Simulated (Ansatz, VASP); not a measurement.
**Zn2C: VASP beside Ansatz**

The input INCAR:

```
SYSTEM = Zn2C
PREC = Accurate ; ENCUT = 520
EDIFF = 1E-6 ; ISMEAR = -1
SIGMA = 0.02 ; LREAL = .False.
LASPH = .True. ; NELM = 80
ALGO = Normal ; ISIF = 2
LWAVE = .False. ; LCHARG = .False.
GGA = PE ; NBANDS = 21
```

KPOINTS

```
regular mesh
0
Gamma
  8 8 8
  0 0 0
```

The input POSCAR:

```
Zn2C
1.0
    0.0000000000      2.5779490413      2.5779490413
    2.5779490413      0.0000000000      2.5779490413
    2.5779490413      2.5779490413      0.0000000000
C Zn
1 2
Direct
    0.0000000000      0.0000000000      0.0000000000
    0.2500000000      0.2500000000      0.2500000000
    0.7500000000      0.7500000000      0.7500000000
```

Input for Ansatz:

```yaml
crystal:
  lattice:
    - [0.0, 2.5779490413, 2.5779490413]
    - [2.5779490413, 0.0, 2.5779490413]
    - [2.5779490413, 2.5779490413, 0.0]
  atoms:
    - { symbol: C, position: [0.0, 0.0, 0.0] }
    - { symbol: Zn, position: [0.25, 0.25, 0.25] }
    - { symbol: Zn, position: [0.75, 0.75, 0.75] }
kpoints:
  mp_grid: { grid: [8, 8, 8] }
  band_path:
    path:
      - [0.0, 0.0, 0.0]
      - [0.5, 0.0, 0.5]
      - [0.625, 0.25, 0.625]
      - [0.375, 0.375, 0.75]
      - [0.5, 0.5, 0.5]
      - [0.5, 0.25, 0.75]
    npoints: 1
hamiltonian:
  xc: pbe
scf:
  occupations: { method: fermi_dirac, width: 0.02 }
  n_extra_bands: 4
output:
  forces: true
  stress: true
  eigenvalues: true
```

Alike in both runs: task single point; functional PBE; k mesh 8 × 8 × 8; occupations fermi-dirac, width 0.02 eV; no spin polarisation.

|  | VASP | Ansatz |
| --- | --- | --- |
| version | VASP 6.6.1 | Ansatz 0.2.0 |
| potentials or method | VASP PAW PBE potentials, release 64 (C, Zn) | plane waves, PAW |
| plane-wave cutoff (eV) | 520 | 420 |
| valence electrons in the cell | 28 | 28 |

```csv
,VASP,Ansatz,Ansatz less VASP
pressure (GPa),4.9,4.3,-0.63
```
